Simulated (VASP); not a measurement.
Set up this calculation in VASP 6.6.1, as the native input.

| Property | Result |
| --- | --- |
| Task | electric field gradients |
| Functional | PBEsol |
| Potentials or basis | VASP PAW PBE potentials, release 64 (Cu) |
| Cutoff | 520 eV |
| k mesh | 19 × 19 × 19 |
| Occupations | fermi-dirac, width 0.08 eV |
| Spin | no spin polarisation |
| Dipole correction | no |
| Further INCAR settings | ALGO = Normal; EDIFF = 1e-08; NBANDS = 12 |

The structure of Cu lies in POSCAR:

```
Cu
1.0
   -0.0542250000      1.7803875000      1.7803875000
    1.7803875000     -0.0542250000      1.7803875000
    1.7803875000      1.7803875000     -0.0542250000
Cu
1
Direct
    0.0000000000      0.0000000000      0.0000000000
```

This cell differs from its parent crystal: equal xy, yz and zx shear strains of -3 %.

These files were run (other wordings do the same):

INCAR

```
SYSTEM = Cu
PREC     = Accurate       ! precision mode
ENCUT    = 520            ! plane-wave cutoff, eV
EDIFF    = 1E-8           ! SCF threshold, eV
ISMEAR   = -1             ! smearing method
SIGMA    = 0.08           ! smearing width, eV
LREAL    = .False.        ! projectors in reciprocal space
LASPH    = .True.         ! aspherical terms in the spheres
NELM     = 100            ! most SCF steps
ALGO     = Normal         ! electronic algorithm
ISIF     = 2              ! what is computed and relaxed
LWAVE    = .False.        ! write WAVECAR
LCHARG   = .False.        ! write CHGCAR
GGA      = PS             ! functional
LEFG     = .True.       
NBANDS   = 12             ! bands
```

KPOINTS

```
regular mesh
0
Gamma
  19 19 19
  0 0 0
```

Potentials or basis: VASP PAW PBE potentials, release 64 (Cu).

The run is started by

```sh
$ cat potpaw_PBE.64/Cu/POTCAR > POTCAR
$ mpirun -np 1 vasp_std > vasp.out
```

It gave:

The pressure is -5.4 GPa.

Caveat: the cell differs from its parent crystal (equal xy, yz and zx shear strains of -3 %); without QUAD_EFG the Cq values of the log hold for a quadrupole moment of 1 mb, not for the nuclei; the PAW data sets were made with another functional, which shifts forces and pressure a little.

It took 2 min on 1 thread of AMD EPYC 7R43 64-Core Processor (Zen 3) (shared host), peak memory 0.16 GiB.
